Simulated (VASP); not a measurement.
Input of a VASP 6.6.1 run:

Contents of INCAR:

```
SYSTEM = PbF2
  PREC = Accurate
  ENCUT = 520
  EDIFF = 1E-8
  ISMEAR = -1
  SIGMA = 0.03
  LREAL = .FALSE.
  LASPH = .TRUE.
  NELM = 80
  ALGO = Normal
  ISIF = 2
  LWAVE = .FALSE.
  LCHARG = .FALSE.
  LEFG = .TRUE.
  NBANDS = 21
```

The input KPOINTS:

```
Automatic mesh
0
G
  7 7 7
  0 0 0
```

POSCAR

```
PbF2
1.0
    0.0593970000      2.9995485000      2.9995485000
    2.9995485000      0.0593970000      2.9995485000
    2.9995485000      2.9995485000      0.0593970000
Pb F
1 2
Direct
    0.0000000000      0.0000000000      0.0000000000
    0.2500000000      0.2500000000      0.2500000000
    0.7500000000      0.7500000000      0.7500000000
```

Potentials or basis: VASP PAW LDA potentials, release 64 (Pb_d, F).

Launch:

```bash
$ cat potpaw_LDA.64/Pb_d/POTCAR potpaw_LDA.64/F/POTCAR > POTCAR
$ mpirun -np 1 vasp_std > vasp.out
```

(1) Estimate the pressure.

(2) What does it give for the largest force?

(3) What does it give for the band gap on the k mesh?

Results:

(1) -4.8 GPa.

(2) 0.055 eV/Å.

(3) 4.24 eV, indirect (least direct gap 4.48 eV).

Caveat: the cell differs from its parent crystal (equal xy, yz and zx shear strains of +2 %); without QUAD_EFG the Cq values of the log hold for a quadrupole moment of 1 mb, not for the nuclei; spin-orbit coupling is left out, which moves the levels of the heavy elements.
